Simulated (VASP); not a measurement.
Here is a VASP 6.6.1 calculation.

File INCAR:

```
SYSTEM = TiC
ALGO = Normal ; EDIFF = 1E-6
ENCUT = 520 ; GGA = PE
ISIF = 2 ; ISMEAR = 0
LASPH = .TRUE. ; LCHARG = .FALSE.
LREAL = .FALSE. ; LWAVE = .FALSE.
NBANDS = 15 ; NELM = 60
PREC = Accurate ; SIGMA = 0.15
```

The input KPOINTS:

```
k-points
0
G
  20 20 20
  0 0 0
```

Contents of POSCAR:

```
TiC
1.0
    0.0000000000      2.1290906697      2.2355452032
    2.1290906697      0.0000000000      2.2355452032
    2.1290906697      2.1290906697      0.0000000000
Ti C
1 1
Direct
    0.0000000000      0.0000000000      0.0000000000
    0.5000000000      0.5000000000      0.5000000000
```

Potentials or basis: VASP PAW PBE potentials, release 64 (Ti_sv, C).

Run with:

```sh
$ cat potpaw_PBE.64/Ti_sv/POTCAR potpaw_PBE.64/C/POTCAR > POTCAR
$ mpirun -np 1 vasp_std > vasp.out
```

Problem. Predict the band gap on the k mesh.

Solution. Zero (bands 8 and 9 overlap by 1.38 eV).

Problem. Estimate the pressure.

Solution. 2.2 GPa.

Stress tensor (GPa, compression positive):
```
 8.23  0.00  0.00
 0.00  8.23  0.00
 0.00  0.00 -9.88
```
